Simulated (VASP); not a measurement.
# Ti (Amm2) in VASP: notebook, part 2 of 2

VASP 6.6.1. Earlier steps stand in the parts before.

## (4) Single point, PBE (atoms displaced along a vibrational mode, the cell strained)

INCAR reads:

```
SYSTEM = Ti
PREC     = Accurate       ! precision mode
ENCUT    = 500            ! plane-wave cutoff, eV
EDIFF    = 1E-6           ! SCF threshold, eV
ISMEAR   = 0              ! smearing method
SIGMA    = 0.15           ! smearing width, eV
LREAL    = .False.        ! projectors in reciprocal space
LASPH    = .True.         ! aspherical terms in the spheres
NELM     = 120            ! most SCF steps
ALGO     = Normal         ! electronic algorithm
ISIF     = 2              ! what is computed and relaxed
LWAVE    = .False.        ! write WAVECAR
LCHARG   = .True.         ! write CHGCAR
GGA      = PE             ! functional
LELF     = .True.         ! ELF
LVHAR    = .True.       
NBANDS   = 25             ! bands
GGA_COMPAT= .False.
```

KPOINTS reads:

```
Automatic mesh
0
Gamma
  12 12 14
  0 0 0
```

POSCAR reads:

```
Ti
1.0
    4.6171053002      0.0000000000      0.0000000000
   -2.3085526501      3.9985304820      0.0000000000
    0.0000000000      0.0000000000      2.8552651859
Ti
3
Direct
   -0.0284949435     -0.0569898869      0.0000000000
    0.3475808051      0.6951616101      0.5000000000
    0.6809141384      0.3618282768      0.5000000000
```

Potentials or basis: VASP PAW PBE potentials, release 64 (Ti_sv).

Run with:

```sh
$ cat potpaw_PBE.64/Ti_sv/POTCAR > POTCAR
$ mpirun -np 1 vasp_std > vasp.out
```

OUTCAR:

```text
SYSTEM = Ti
   PREC = Accurate
   ENCUT = 500
   EDIFF = 1E-6
   ISMEAR = 0
   LREAL = .False.
   LASPH = .True.
   NELM = 120
   ISIF = 2
   GGA = PE

 ion  position               nearest neighbor table
   1  0.972  0.943  0.000-   3 2.73   3 2.73   2 2.89   2 2.89   2 2.89   2 2.89
   2  0.348  0.695  0.500-   3 2.67   3 2.67   3 2.67   1 2.89   1 2.89   1 2.89   1 2.89
   3  0.681  0.362  0.500-   2 2.67   2 2.67   2 2.67   1 2.73   1 2.73

  LATTYP: Found a hexagonal cell.
 ALAT       =     4.6171053002
 C/A-ratio  =     0.6184102376

  Lattice vectors:

 A1 = (   4.6171053002,   0.0000000000,   0.0000000000)
 A2 = (  -2.3085526501,   3.9985304820,   0.0000000000)
 A3 = (   0.0000000000,   0.0000000000,   2.8552651859)

Analysis of symmetry for initial positions (statically):
=====================================================================
 Subroutine PRICEL returns:
 Original cell was already a primitive cell.

 Routine SETGRP: Setting up the symmetry group for a
 hexagonal supercell.

 Subroutine GETGRP returns: Found  4 space group operations
 (whereof  4 operations were pure point group operations)
 out of a pool of 24 trial point group operations.

The static configuration has the point symmetry C_2v.

Analysis of symmetry for dynamics (positions and initial velocities):
=====================================================================
 Subroutine PRICEL returns:
 Original cell was already a primitive cell.

 Routine SETGRP: Setting up the symmetry group for a
 hexagonal supercell.

 Subroutine GETGRP returns: Found  4 space group operations
 (whereof  4 operations were pure point group operations)
 out of a pool of 24 trial point group operations.

The dynamic configuration has the point symmetry C_2v.

 Subroutine INISYM returns: Found  4 space group operations
 (whereof  4 operations are pure point group operations),
 and found     1 'primitive' translations

----------------------------------------------------------------------------------------
[... 115 lines left out ...]
     AMIX_MAG =   1.60;   BMIX_MAG =  1.00
  volume/ion in A,a.u.               =      17.57       118.57
  Fermi-wavevector in a.u.,A,eV,Ry     =   1.441684  2.724388 28.279072  2.078453
  Thomas-Fermi vector in A             =   2.560289
   LORBIT       =      0    0 simple, 1 ext, 2 COOP (PROOUT), +10 PAW based schemes
   GGA     = PE    functional components
   LHFCALC =     F    Hartree Fock is set to
   AEXX    =    0.0000 exact exchange contribution
   IVDW    =     0    specifies the selected vdW correction
   LEPSILON=     F    determine dielectric tensor
   LRPA    =     F    only Hartree local field effects (RPA)
 non-spin polarized calculation
 Gauss-broadening in eV      SIGMA  =   0.15
  energy-cutoff  :      500.00
  volume of cell :       52.71
 maximum number of plane-waves:      1372
 NGX is ok and might be reduce to    36
   NGX = 17   NGY = 17   NGZ = 11

 number of electron      35.9999987 magnetization

 Free energy of the ion-electron system (eV)
  ---------------------------------------------------
  ext. energy  EPLUGINS =         0.00000000
  ---------------------------------------------------
  free energy    TOTEN  =       -23.32004478 eV

  energy without entropy =      -23.28974252  energy(sigma->0) =      -23.30489365

 E-fermi :   8.0779     XC(G=0): -11.4125

 val. band max:        8.0730748012   @ k =   0.4167   0.3333   0.0714
 cond. band min:       8.0798834493   @ k =   0.3333   0.3333   0.2857
 fundamental gap:      0.0068086481
 Fermi energy:         8.0778950502

 k-point     1 :       0.0000    0.0000    0.0000
  band No.  band energies     occupation
      1     -48.7550      2.00000
      2     -48.5666      2.00000
      3     -48.4378      2.00000
      4     -25.1863      2.00000
      5     -25.1672      2.00000
      6     -24.9424      2.00000
[... 661 lines left out ...]
     24      10.3523      0.00000
     25      10.6950      0.00000

 [... further k-points ...]

------------------------ aborting loop because EDIFF is reached ----------------------------------------

  FORCE on cell =-STRESS in cart. coord.  units (eV):
  Direction    XX          YY          ZZ          XY          YZ          ZX
  --------------------------------------------------------------------------------------
  -------------------------------------------------------------------------------------
  Total       -0.1472800      0.7193875     -0.6802274      0.0000000      0.0000000      0.0000000
  in kB       -4.4764919     21.8653702    -20.6751198      0.0000000      0.0000000      0.0000000
  external PRESSURE =      -1.0954138 kB  Pullay stress =       0.0000000 kB

 VOLUME and BASIS-vectors are now :
 -----------------------------------------------------------------------------
  energy-cutoff  :      500.00
  volume of cell :       52.71
      direct lattice vectors                 reciprocal lattice vectors
     4.617105300  0.000000000  0.000000000     0.216585920  0.125045939  0.000000000
    -2.308552650  3.998530482  0.000000000     0.000000000  0.250091879  0.000000000
     0.000000000  0.000000000  2.855265186     0.000000000  0.000000000  0.350230166

 POSITION                                       TOTAL-FORCE (eV/Angst)
 -----------------------------------------------------------------------------------
      2.30855      3.77065      0.00000         0.000000      1.526666      0.000000
      0.00000      2.77962      1.42763        -0.000000     -0.455100      0.000000
      2.30855      1.44678      1.42763         0.000000     -1.071567      0.000000
 -----------------------------------------------------------------------------------
    total drift:                                0.000000      0.000220      0.000000

  FREE ENERGIE OF THE ION-ELECTRON SYSTEM (eV)
  ---------------------------------------------------
  free  energy   TOTEN  =       -23.3200447771 eV

  energy  without entropy=      -23.2897425185  energy(sigma->0) =      -23.30489365
```

It took 17 min on 1 thread of Oxide Virtual Turin-like, shared host; peak memory 0.39 GiB.

Results:

| Item | Value |
| --- | --- |
| Free energy | -23.3200 eV |
| Pressure | -0.1 GPa |
| Largest force | 1.527 eV/Å |
| Band gap on the k mesh | zero (bands 18 and 19 overlap by 0.37 eV) |

Forces on the atoms (eV/Å):
```
Ti   0.000  1.527  0.000
Ti   0.000 -0.455  0.000
Ti   0.000 -1.072  0.000
```

Stress tensor (GPa, compression positive):
```
-0.45  0.00  0.00
 0.00  2.19  0.00
 0.00  0.00 -2.07
```

Levels at points of the mesh, in eV from the Fermi level:
```
           k point  band 16  band 17  band 18  band 19  band 20  band 21
(0.00, 0.00, 0.00)    -0.82    -0.51    -0.51     0.06     0.94     1.31
(0.50, 0.00, 0.00)    -0.84    -0.37    -0.20     0.20     0.65     0.91
(0.00, 0.50, 0.00)    -0.83    -0.71    -0.08     0.66     0.73     0.92
(0.00, 0.00, 0.50)    -1.68    -1.52    -1.44     1.04     1.08     1.17
(0.50, 0.00, 0.50)    -1.27    -0.72    -0.45     0.35     0.84     1.04
(0.00, 0.50, 0.50)    -1.00    -0.73    -0.51     0.65     0.73     0.77
```

Caveat: the cell differs from its parent crystal (atoms displaced along a vibrational mode, the cell strained); forces of over 1 eV/Å act on the atoms, so gaps and moduli don't describe the material at rest.

## (5) The runs side by side

| cell | gap on the mesh (eV) | pressure (GPa) | largest force (eV/Å) |
| --- | --- | --- | --- |
| a = 4.579, b = 4.579, c = 2.832 Å, angles 90.0, 90.0, 120.0°, 3 atoms, atomic positions A | none | 2.6 | 1.68 |
| a = 4.579, b = 4.579, c = 2.832 Å, angles 90.0, 90.0, 120.0°, 3 atoms, atomic positions B | none | 1.1 | 0.89 |
| a = 4.617, b = 4.617, c = 2.855 Å, angles 90.0, 90.0, 120.0°, 3 atoms, atomic positions A | none | -0.1 | 1.53 |

Alike in all rows: task single point; level PBE; potentials or basis VASP PAW PBE potentials, release 64 (Ti_sv); no spin polarisation; k mesh 12 × 12 × 14; cutoff (eV) 500; smearing gaussian 0.15 eV.

Caveats: forces of over 1 eV/Å act on the atoms, so gaps and moduli don't describe the material at rest (at least some runs).

Total energies depend on the potentials used, so only differences within one code and one set of settings carry meaning.
